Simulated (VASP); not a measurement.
# Li16H (a cell with a defect) in VASP: further runs

Li16H (a cell with a defect) is run at these levels: PBE; tasks: single point.

Everything below comes from runs of VASP 6.6.1. Logs are shortened: lines on timing, memory, paths and dates and some standing lists are left out, and cuts for length are marked.

### 1 The cell of the first run

The cell holds a defect, 17 atoms: a = 6.980 Å, b = 6.980 Å, c = 6.980 Å, α = 90.00°, β = 90.00°, γ = 90.00°.

### 2 Single point, PBE

INCAR reads:

```
SYSTEM = Li16H
PREC = Accurate
ENCUT = 520
EDIFF = 1E-7
ISMEAR = 0
SIGMA = 0.1
LREAL = Auto
LASPH = .True.
NELM = 60
ALGO = Normal
ISIF = 2
LWAVE = .False.
LCHARG = .False.
GGA = PE
NBANDS = 38
```

KPOINTS reads:

```
Automatic mesh
0
Gamma
  3 3 3
  0 0 0
```

POSCAR reads:

```
Li16H
1.0
    6.9800000000      0.0000000000      0.0000000000
    0.0000000000      6.9800000000      0.0000000000
    0.0000000000      0.0000000000      6.9800000000
Li H
16 1
Direct
    0.0281912607      0.0018041547     -0.0000091691
    0.4688133238      0.0012128940     -0.0000068768
   -0.0119372493      0.5129510029     -0.0000212034
    0.0012081662      0.0015671920      0.4999892550
    0.2488061605      0.2536249284      0.2407895415
    0.5089962751      0.5137113181     -0.0000186246
    0.4958727794      0.0008614613      0.4999871060
    0.7482835244      0.2413691977      0.2424022923
   -0.0188806590      0.4917856734      0.4999918338
    0.2481537249      0.7313300860      0.2676618911
    0.2488085960      0.2536100287      0.7591855301
    0.5159244986      0.4924153295      0.4999895415
    0.7488651862      0.7642074499      0.2496449857
    0.7482812321      0.2413555874      0.7575717765
    0.2481565903      0.7313340974      0.7323040115
    0.7488628940      0.7642176218      0.7503239255
    0.2486829513      0.1472825215     -0.0000085960
```

Potentials or basis: VASP PAW PBE potentials, release 64 (Li_sv, H).

Launch:

```bash
cat potpaw_PBE.64/Li_sv/POTCAR potpaw_PBE.64/H/POTCAR > POTCAR
mpirun -np 1 vasp_std > vasp.out
```

OUTCAR:

```text
SYSTEM = Li16H
   PREC = Accurate
   ENCUT = 520
   EDIFF = 1E-7
   ISMEAR = 0
   LREAL = Auto
   LASPH = .True.
   NELM = 60
   ISIF = 2
   GGA = PE

 ion  position               nearest neighbor table
   1  0.028  0.002  1.000-
   2  0.469  0.001  1.000-
   3  0.988  0.513  1.000-
   4  0.001  0.002  0.500-
   5  0.249  0.254  0.241-
   6  0.509  0.514  1.000-
[... 9 lines left out ...]
  16  0.749  0.764  0.750-
  17  0.249  0.147  1.000-

  LATTYP: Found a simple cubic cell.
 ALAT       =     6.9800000000

  Lattice vectors:

 A1 = (   6.9800000000,   0.0000000000,   0.0000000000)
 A2 = (   0.0000000000,   6.9800000000,   0.0000000000)
 A3 = (   0.0000000000,   0.0000000000,   6.9800000000)

Analysis of symmetry for initial positions (statically):
=====================================================================
 Subroutine PRICEL returns:
 Original cell was already a primitive cell.

 Routine SETGRP: Setting up the symmetry group for a
 simple cubic supercell.

 Subroutine GETGRP returns: Found  1 space group operations
 (whereof  1 operations were pure point group operations)
 out of a pool of 48 trial point group operations.

The static configuration has the point symmetry C_1 .

Analysis of symmetry for dynamics (positions and initial velocities):
=====================================================================
 Subroutine PRICEL returns:
 Original cell was already a primitive cell.

 Routine SETGRP: Setting up the symmetry group for a
 simple cubic supercell.

 Subroutine GETGRP returns: Found  1 space group operations
 (whereof  1 operations were pure point group operations)
 out of a pool of 48 trial point group operations.

The dynamic configuration has the point symmetry C_1 .

 Subroutine INISYM returns: Found  1 space group operations
 (whereof  1 operations are pure point group operations),
 and found     1 'primitive' translations

----------------------------------------------------------------------------------------

                                     Primitive cell

  volume of cell :     340.0684

  direct lattice vectors                    reciprocal lattice vectors
     6.980000000  0.000000000  0.000000000     0.143266476  0.000000000  0.000000000
     0.000000000  6.980000000  0.000000000     0.000000000  0.143266476  0.000000000
     0.000000000  0.000000000  6.980000000     0.000000000  0.000000000  0.143266476

  length of vectors
     6.980000000  6.980000000  6.980000000     0.143266476  0.143266476  0.143266476

  position of ions in fractional coordinates (direct lattice)
     0.028191261  0.001804155  0.999990831
     0.468813324  0.001212894  0.999993123
     0.988062751  0.512951003  0.999978797
     0.001208166  0.001567192  0.499989255
     0.248806161  0.253624928  0.240789541
     0.508996275  0.513711318  0.999981375
[... 9 lines left out ...]
     0.748862894  0.764217622  0.750323925
     0.248682951  0.147282522  0.999991404

  ion indices of the primitive-cell ions
   primitive index   ion index
                 1           1
                 2           2
                 3           3
                 4           4
                 5           5
                 6           6
[... 9 lines left out ...]
                16          16
                17          17

----------------------------------------------------------------------------------------

 KPOINTS: Automatic mesh

Automatic generation of k-mesh.
 Grid dimensions read from file:
 generate k-points for:    3    3    3

 Generating k-lattice:

  Cartesian coordinates                     Fractional coordinates (reciprocal lattice)
     0.047755492  0.000000000  0.000000000     0.333333333  0.000000000  0.000000000
     0.000000000  0.047755492  0.000000000     0.000000000  0.333333333  0.000000000
     0.000000000  0.000000000  0.047755492     0.000000000  0.000000000  0.333333333

  Length of vectors
     0.047755492  0.047755492  0.047755492

  Shift w.r.t. Gamma in fractional coordinates (k-lattice)
     0.000000000  0.000000000  0.000000000

 Subroutine IBZKPT returns following result:
 ===========================================

 Found     14 irreducible k-points:

 Following reciprocal coordinates:
            Coordinates               Weight
  0.000000  0.000000  0.000000      1.000000
  0.333333  0.000000  0.000000      2.000000
  0.000000  0.333333  0.000000      2.000000
  0.000000  0.000000  0.333333      2.000000
  0.333333  0.333333  0.000000      2.000000
  0.000000  0.333333  0.333333      2.000000
  0.333333  0.000000  0.333333      2.000000
 -0.333333  0.333333  0.000000      2.000000
 -0.333333  0.000000  0.333333      2.000000
  0.000000 -0.333333  0.333333      2.000000
  0.333333  0.333333  0.333333      2.000000
 -0.333333  0.333333  0.333333      2.000000
 -0.333333 -0.333333  0.333333      2.000000
  0.333333 -0.333333  0.333333      2.000000
[... 62 lines left out ...]
  ---------------------------------------------------
  free energy    TOTEN  =       -34.25404475 eV

  energy without entropy =      -34.19255430  energy(sigma->0) =      -34.22329952

 E-fermi :   0.5133     XC(G=0):  -6.9661

 val. band max:        0.4962231048   @ k =   0.0000  -0.3333   0.3333
 cond. band min:       0.5162463233   @ k =   0.0000   0.3333   0.3333
 fundamental gap:      0.0200232185
 Fermi energy:         0.5132550327

 k-point     1 :       0.0000    0.0000    0.0000
  band No.  band energies     occupation
      1     -46.1822      2.00000
      2     -46.1803      2.00000
      3     -46.1071      2.00000
      4     -46.1051      2.00000
      5     -46.0739      2.00000
      6     -46.0719      2.00000
[... 28 lines left out ...]
     35       3.5935      0.00000
     36       3.7707      0.00000

 k-point     2 :       0.3333    0.0000    0.0000
  band No.  band energies     occupation
      1     -46.1818      2.00000
      2     -46.1807      2.00000
      3     -46.1071      2.00000
      4     -46.1051      2.00000
      5     -46.0739      2.00000
      6     -46.0719      2.00000
[... 28 lines left out ...]
     35       3.7651      0.00000
     36       3.7674      0.00000

 k-point     3 :       0.0000    0.3333    0.0000
  band No.  band energies     occupation
      1     -46.1822      2.00000
      2     -46.1804      2.00000
      3     -46.1071      2.00000
      4     -46.1051      2.00000
      5     -46.0739      2.00000
      6     -46.0719      2.00000
[... 28 lines left out ...]
     35       3.7476      0.00000
     36       3.7481      0.00000

 k-point     4 :       0.0000    0.0000    0.3333
  band No.  band energies     occupation
      1     -46.1822      2.00000
      2     -46.1804      2.00000
      3     -46.1070      2.00000
      4     -46.1052      2.00000
      5     -46.0734      2.00000
      6     -46.0724      2.00000
[... 28 lines left out ...]
     35       3.7603      0.00000
     36       3.7713      0.00000

 k-point     5 :       0.3333    0.3333    0.0000
  band No.  band energies     occupation
      1     -46.1818      2.00000
      2     -46.1807      2.00000
      3     -46.1071      2.00000
      4     -46.1051      2.00000
      5     -46.0739      2.00000
      6     -46.0719      2.00000
[... 265 lines left out ...]
 k-point    12 :      -0.3333    0.3333    0.3333
  band No.  band energies     occupation
      1     -46.1818      2.00000
      2     -46.1808      2.00000
      3     -46.1070      2.00000
      4     -46.1052      2.00000
      5     -46.0734      2.00000
      6     -46.0724      2.00000
[... 28 lines left out ...]
     35       3.6724      0.00000
     36       3.8113      0.00000

 k-point    13 :      -0.3333   -0.3333    0.3333
  band No.  band energies     occupation
      1     -46.1818      2.00000
      2     -46.1808      2.00000
      3     -46.1070      2.00000
      4     -46.1052      2.00000
      5     -46.0734      2.00000
      6     -46.0724      2.00000
[... 28 lines left out ...]
     35       3.6741      0.00000
     36       3.8105      0.00000

 k-point    14 :       0.3333   -0.3333    0.3333
  band No.  band energies     occupation
      1     -46.1818      2.00000
      2     -46.1808      2.00000
      3     -46.1070      2.00000
      4     -46.1052      2.00000
      5     -46.0734      2.00000
      6     -46.0724      2.00000
[... 28 lines left out ...]
     35       3.6724      0.00000
     36       3.8113      0.00000
 [bands above 36 left out]

------------------------ aborting loop because EDIFF is reached ----------------------------------------

  FORCE on cell =-STRESS in cart. coord.  units (eV):
  Direction    XX          YY          ZZ          XY          YZ          ZX
  --------------------------------------------------------------------------------------
  -------------------------------------------------------------------------------------
  Total       -1.3779527     -1.7207159     -1.4175000      0.0096712     -0.0006178     -0.0000470
  in kB       -6.4920018     -8.1068754     -6.6783222      0.0455642     -0.0029105     -0.0002213
  external PRESSURE =      -7.0923998 kB  Pullay stress =       0.0000000 kB

 VOLUME and BASIS-vectors are now :
 -----------------------------------------------------------------------------
  energy-cutoff  :      520.00
  volume of cell :      340.07
      direct lattice vectors                 reciprocal lattice vectors
     6.980000000  0.000000000  0.000000000     0.143266476  0.000000000  0.000000000
     0.000000000  6.980000000  0.000000000     0.000000000  0.143266476  0.000000000
     0.000000000  0.000000000  6.980000000     0.000000000  0.000000000  0.143266476

 POSITION                                       TOTAL-FORCE (eV/Angst)
 -----------------------------------------------------------------------------------
      0.19677      0.01259      6.97994         0.000225     -0.000341      0.000268
      3.27232      0.00847      6.97995        -0.001801      0.001144     -0.000053
      6.89668      3.58040      6.97985        -0.001189      0.001423      0.000028
      0.00843      0.01094      3.48992         0.001633      0.001802     -0.000136
      1.73667      1.77030      1.68071         0.000268     -0.000411     -0.003502
      3.55279      3.58571      6.97987         0.001969      0.002421      0.000273
[... 9 lines left out ...]
      5.22706      5.33424      5.23726        -0.000742     -0.001622     -0.001207
      1.73581      1.02803      6.97994         0.000033     -0.002628     -0.000009
 -----------------------------------------------------------------------------------
    total drift:                               -0.001727     -0.007113     -0.000005

  FREE ENERGIE OF THE ION-ELECTRON SYSTEM (eV)
  ---------------------------------------------------
  free  energy   TOTEN  =       -34.2540447451 eV

  energy  without entropy=      -34.1925542956  energy(sigma->0) =      -34.22329952
```

Wall time 4.1 min (1 thread of Intel Xeon Platinum 8259CL at 2.50GHz (Skylake/Cascade Lake), shared host); peak memory 0.41 GiB.

What came out:

- Free energy: -34.2540 eV
- Largest force: 0.004 eV/Å
- Band gap on the k mesh: zero (an odd number of electrons rules out a gap without spin polarisation)

Forces on the atoms (eV/Å):
```
Li   0.000  0.000  0.000
Li  -0.002  0.001  0.000
Li  -0.001  0.001  0.000
Li   0.002  0.002  0.000
Li   0.000  0.000 -0.004
Li   0.002  0.002  0.000
Li   0.002 -0.002  0.000
Li  -0.001  0.001  0.000
Li   0.000  0.000  0.000
Li   0.000  0.000  0.000
Li   0.000  0.000  0.004
Li  -0.001 -0.001  0.000
Li  -0.001 -0.002  0.001
Li  -0.001  0.001  0.000
Li   0.000  0.000  0.000
Li  -0.001 -0.002 -0.001
H    0.000 -0.003  0.000
```

Levels at points of the mesh, in eV from the Fermi level:
```
           k point  band 22  band 23  band 24  band 25  band 26  band 27
(0.00, 0.00, 0.00)    -1.11    -1.07    -0.34     0.25     0.26     0.27
```

Caveat: the cutoff is under 1.25 times the usual one of these potentials, so pressure, stress and relaxed cells hold a basis-set (Pulay) error.

### 3 Single point, PBE

INCAR reads:

```
SYSTEM = Li16H
PREC = Accurate ; ENCUT = 520
EDIFF = 1E-7 ; ISMEAR = 0
SIGMA = 0.1 ; LREAL = Auto
LASPH = .True. ; NELM = 60
ALGO = Normal ; ISIF = 2
LWAVE = .False. ; LCHARG = .False.
GGA = PE ; NBANDS = 38
```

KPOINTS is that of step 2.

POSCAR reads:

```
Li16H
1.0
    6.9800000000      0.0000000000      0.0000000000
    0.0000000000      6.9800000000      0.0000000000
    0.0000000000      0.0000000000      6.9800000000
Li H
16 1
Direct
    0.0119004298      0.0267220630      0.0001511461
    0.4941585960     -0.0033104585      0.0001765043
    0.0086297994      0.4620389685      0.0001849570
    0.0006088825     -0.0018117479      0.5001941261
    0.2533095989      0.2509507163      0.2537190544
    0.5107703438      0.5050972779      0.0001987106
    0.4959743553     -0.0226653295      0.5002114613
    0.7339687679      0.2434361032      0.2640134670
   -0.0106737822      0.4987524355      0.5001747851
    0.2414114613      0.7429786533      0.2482621777
    0.2532992837      0.2509736390      0.7467223496
    0.5016141834      0.5141412607      0.5001906877
    0.7626650430      0.7519628940      0.2404297994
    0.7339593123      0.2434597421      0.7364037249
    0.2414272206      0.7429518625      0.7521226361
    0.7626673352      0.7519369628      0.7599941261
    0.1697183381      0.2432704871      0.0002512894
```

Potentials or basis: VASP PAW PBE potentials, release 64 (Li_sv, H).

Launch:

```bash
cat potpaw_PBE.64/Li_sv/POTCAR potpaw_PBE.64/H/POTCAR > POTCAR
mpirun -np 1 vasp_std > vasp.out
```

Wall time 4.5 min (1 thread of Intel Xeon Platinum 8259CL at 2.50GHz (Skylake/Cascade Lake), shared host); peak memory 0.41 GiB.

The run converged. Its results:

| Quantity | Value |
| --- | --- |
| Free energy | -34.2526 eV |
| Largest force | 0.015 eV/Å |
| Band gap on the k mesh | zero (an odd number of electrons rules out a gap without spin polarisation) |

Forces in eV/Å, atoms in the order of the input:
```
Li   0.001  0.008  0.000
Li   0.010 -0.011  0.000
Li  -0.005  0.006  0.000
Li  -0.009 -0.006  0.001
Li  -0.003 -0.003  0.003
Li  -0.012 -0.009  0.000
Li   0.005  0.002  0.001
Li   0.003 -0.005 -0.002
Li   0.000  0.003  0.000
Li  -0.001  0.003 -0.002
Li  -0.004 -0.004 -0.002
Li   0.003  0.010  0.000
Li   0.001 -0.001 -0.010
Li   0.002 -0.004  0.000
Li  -0.003  0.002  0.001
Li   0.001 -0.001  0.010
H    0.010  0.011 -0.001
```

Levels at points of the mesh, in eV from the Fermi level:
| k point | band 20 | band 21 | band 22 | band 23 | band 24 | band 25 | band 26 | band 27 | band 28 | band 29 |
| --- | --- | --- | --- | --- | --- | --- | --- | --- | --- | --- |
| (0.00, 0.00, 0.00) | -1.15 | -1.14 | -1.12 | -1.07 | -0.33 | 0.24 | 0.25 | 0.26 | 0.27 | 0.27 |

Caveat: the cutoff is under 1.25 times the usual one of these potentials, so pressure, stress and relaxed cells hold a basis-set (Pulay) error.

### 4 Single point, PBE

INCAR reads:

```
SYSTEM = Li16H
PREC = Accurate
ENCUT = 520
EDIFF = 1E-6
ISMEAR = 0
SIGMA = 0.1
LREAL = Auto
LASPH = .True.
NELM = 80
ALGO = Normal
ISIF = 2
LWAVE = .False.
LCHARG = .False.
GGA = PE
NBANDS = 38
```

KPOINTS is that of step 3.

POSCAR reads:

```
Li16H
1.0
    6.9800000000      0.0000000000      0.0000000000
    0.0000000000      6.9800000000      0.0000000000
    0.0000000000      0.0000000000      6.9800000000
Li H
16 1
Direct
    0.0306399713      0.0151684814      0.0001068768
    0.4576570201      0.0131244986      0.0001468481
    0.0052014327      0.4863657593      0.0000363897
   -0.0065816619     -0.0045032951      0.5000760745
    0.2504644699      0.2517626074      0.2630320917
    0.4998176218      0.5026585960      0.0000454155
    0.5046573066     -0.0142575931      0.5000773639
    0.7438156160      0.2389669054      0.2464385387
   -0.0267055874      0.4982888252      0.5000691977
    0.2444434097      0.7355265043      0.2655363897
    0.2504610315      0.2518087393      0.7369689112
    0.5184368195      0.5029061605      0.5000646132
    0.7526653295      0.7606904011      0.2310891117
    0.7438020057      0.2389396848      0.7536793696
    0.2444528653      0.7355863897      0.7345742120
    0.7526530086      0.7607434097      0.7690608883
    0.2393151862      0.1896126074     -0.0000166189
```

Launch:

```bash
cat potpaw_PBE.64/Li_sv/POTCAR potpaw_PBE.64/H/POTCAR > POTCAR
mpirun -np 1 vasp_std > vasp.out
```

Wall time 4.4 min (1 thread of Intel Xeon Platinum 8259CL at 2.50GHz (Skylake/Cascade Lake), shared host); peak memory 0.41 GiB.

Results (log left out):

- Free energy: -34.2573 eV
- Largest force: 0.032 eV/Å
- Band gap on the k mesh: zero (an odd number of electrons rules out a gap without spin polarisation)

Forces in eV/Å, atoms in the order of the input:
```
Li  -0.003 -0.003 -0.001
Li   0.004  0.002 -0.001
Li   0.009 -0.011  0.000
Li  -0.004 -0.008 -0.001
Li  -0.004 -0.003  0.003
Li  -0.015 -0.015  0.000
Li   0.002 -0.002  0.000
Li  -0.001  0.004  0.009
Li   0.003  0.009  0.000
Li  -0.003  0.002 -0.007
Li  -0.003 -0.004 -0.001
Li   0.006  0.010  0.000
Li  -0.006 -0.002 -0.004
Li  -0.001  0.003 -0.008
Li  -0.002  0.001  0.008
Li  -0.006 -0.003  0.003
H    0.025  0.020  0.001
```

Levels at points of the mesh, in eV from the Fermi level:
```tsv
k point	band 21	band 22	band 23	band 24	band 25	band 26	band 27	band 28
(0.00, 0.00, 0.00)	-1.16	-1.12	-1.07	-0.33	0.23	0.25	0.26	0.26
```

Caveat: the cutoff is under 1.25 times the usual one of these potentials, so pressure, stress and relaxed cells hold a basis-set (Pulay) error.

### 5 Summary

| cell | gap on the mesh (eV) | largest force (eV/Å) |
| --- | --- | --- |
| as given, atomic positions A | none | - |
| as given, atomic positions B | none | 0.02 |
| as given, atomic positions C | none | 0.03 |

Alike in all rows: task single point; level PBE; potentials or basis VASP PAW PBE potentials, release 64 (Li_sv, H); no spin polarisation; k mesh 3 × 3 × 3; cutoff (eV) 520; smearing gaussian 0.1 eV.

Caveats: the cutoff is under 1.25 times the usual one of these potentials, so pressure, stress and relaxed cells hold a basis-set (Pulay) error.

Total energies depend on the potentials used, so only differences within one code and one set of settings carry meaning.
